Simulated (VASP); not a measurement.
A run of VASP 6.6.1 is set up as follows.

Contents of INCAR:

```
PREC = Accurate
ENCUT = 520
EDIFF = 1E-7
ISMEAR = -1
SIGMA = 0.1
LREAL = F
LASPH = T
NELM = 60
ALGO = Normal
ISIF = 2
LWAVE = F
LCHARG = T
GGA = RE
LELF = T
LVHAR = T
NBANDS = 12
```

The input KPOINTS:

```
regular mesh
0
Gamma
  9 9 12
```

POSCAR

```
Al
1.0
    4.5427899638      0.0000000000      0.0000000000
   -2.2713949819      3.9341715127      0.0000000000
    0.0000000000      0.0000000000      2.8117606328
Al
3
Direct
    0.0000000000      0.0000000000      0.0000000000
    0.3333333333      0.6666666667      0.5000000000
    0.6666666667      0.3333333333      0.5000000000
```

Potentials or basis: VASP PAW PBE potentials, release 64 (Al).

Command:

```bash
$ cat potpaw_PBE.64/Al/POTCAR > POTCAR
$ mpirun -np 1 vasp_std > vasp.out
```

**Question.** Predict the band gap on the k mesh.

**Answer.** Zero (an odd number of electrons rules out a gap without spin polarisation).

**Question.** Estimate the pressure.

**Answer.** 3.0 GPa.

Stress tensor (GPa, compression positive):
```
3.72 0.00 0.00
0.00 3.72 0.00
0.00 0.00 1.44
```

Caveat: the PAW data sets were made with another functional, which shifts forces and pressure a little.
